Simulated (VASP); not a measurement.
H, 10 atoms in the cell. The cell holds an amorphous packing of atoms, 10 atoms: a = 5.969 Å, b = 5.447 Å, c = 5.641 Å, α = 86.08°, β = 90.60°, γ = 94.78°. 

| Quantity | Value |
| --- | --- |
| Program | VASP 6.6.1 |
| Task | relaxation of cell and atoms |
| Functional | PBE |
| Potentials or basis | VASP PAW PBE potentials, release 64 (H) |
| Cutoff | 600 eV |
| k mesh | 3 × 3 × 3 |
| Occupations | gaussian, width 0.1 eV |
| Spin | no spin polarisation |
| Dipole correction | no |
| Further INCAR settings | ALGO = Normal; EDIFF = 1e-06; ISYM = 0; IBRION = 2; EDIFFG = -0.04; NSW = 45; ISIF = 3 |

Potentials or basis: VASP PAW PBE potentials, release 64 (H).

The run is started by

```console
$ cat potpaw_PBE.64/H/POTCAR > POTCAR
$ mpirun -np 1 vasp_std > vasp.out
```

Hardware: 1 thread of Intel(R) Xeon(R) 6975P-C (Granite Rapids) (shared host).

**Question.** Estimate the wall time of this run.

**Answer.** It took 37 s on 1 thread of Intel(R) Xeon(R) 6975P-C (Granite Rapids) (shared host), peak memory 0.31 GiB. Counts: scf iterations 21, k points 14, ion steps 3.
